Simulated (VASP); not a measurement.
Input of a VASP 6.6.1 run:

The input POSCAR:

```
Sr2TeS
1.0
    4.5333613566      0.0000000000      0.0000000000
    0.0000000000      4.5333613566      0.0000000000
    0.0000000000      0.0000000000      6.4137234960
S Sr Te
1 2 1
Direct
    0.0000000000      0.0000000000      0.0000000000
    0.0000000000      0.0000000000      0.5000000000
    0.5000000000      0.5000000000      0.0000000000
    0.5000000000      0.5000000000      0.5000000000
```

INCAR.step1

```
  PREC = Accurate
  ENCUT = 520
  EDIFF = 1E-5
  ISMEAR = 0
  SIGMA = 0.01
  LREAL = False
  LASPH = True
  NELM = 100
  ALGO = Normal
  ISIF = 2
  LWAVE = True
  LCHARG = False
  GGA = PE
  NBANDS = 24
```

File INCAR.step2:

```
  PREC = Accurate
  ENCUT = 520
  EDIFF = 1E-6
  ISMEAR = 0
  SIGMA = 0.01
  LREAL = False
  LASPH = True
  NELM = 100
  ALGO = Normal
  ISIF = 2
  LWAVE = False
  LCHARG = False
  GGA = PE
  LHFCALC = True
  HFSCREEN = 0.2079
  PRECFOCK = Normal
  ISTART = 1
  NBANDS = 24
```

The input KPOINTS:

```
regular mesh
0
Gamma
  4 4 2
```

Potentials or basis: VASP PAW PBE potentials, release 64 (S, Sr_sv, Te).

Command:

```console
$ cat potpaw_PBE.64/S/POTCAR potpaw_PBE.64/Sr_sv/POTCAR potpaw_PBE.64/Te/POTCAR > POTCAR
$ cp INCAR.step1 INCAR
$ mpirun -np 1 vasp_std > vasp.out
$ cp INCAR.step2 INCAR
$ mpirun -np 1 vasp_std > vasp.out
```

(1) Estimate the band gap on the k mesh.

(2) Predict the pressure.

## Answers

(1) 2.76 eV.

(2) 0.0 GPa.

Caveat: the k points lie up to 0.49 Å⁻¹ apart; the PAW data sets were made with another functional, which shifts forces and pressure a little; spin-orbit coupling is left out, which moves the levels of the heavy elements.
